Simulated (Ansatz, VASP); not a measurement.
**Bi in VASP and in Ansatz**

```
CELL_PARAMETERS angstrom
2.26750 1.30914 3.93800
-2.26750 1.30914 3.93800
0.00000 -2.61828 3.93800
ATOMIC_POSITIONS crystal
Bi 0.76600 0.76600 0.76600
Bi 0.23400 0.23400 0.23400
```

Alike in both runs: task single point; functional r2SCAN; k mesh 7 × 7 × 7; occupations fermi-dirac, width 0.05 eV; no spin polarisation.

|  | VASP | Ansatz |
| --- | --- | --- |
| version | VASP 6.6.1 | Ansatz 0.2.0 |
| potentials or method | VASP PAW PBE potentials, release 64 (Bi_d) | Ansatz PAW |
| plane-wave cutoff (eV) | 520 | 500 |
| valence electrons in the cell | 30 | 30 |

Ansatz gave:

* gap on the k mesh at the Fermi level (eV): 0.29
* least direct gap on the mesh (eV): 0.62
* pressure (GPa): 1.2
* traceless stress, the component that is largest in VASP (GPa): 0.15
* rms of the force components (eV/Å): 0.012

Question: Which values does VASP return?

Answer: gap on the k mesh at the Fermi level (eV): 0.29; least direct gap on the mesh (eV): 0.62; pressure (GPa): 1.2; traceless stress, the component that is largest in VASP (GPa): 0.15; rms of the force components (eV/Å): 0.017.

VASP's potentials were made for PBE, not for r2SCAN. Atom by atom the forces differ by 0.005 eV/Å (rms over components).

Spin-orbit coupling is off throughout. Noted on Ansatz's run: odd divisions of the mesh miss points on the zone boundary, where band edges often lie, so the gap on the mesh can be too wide.
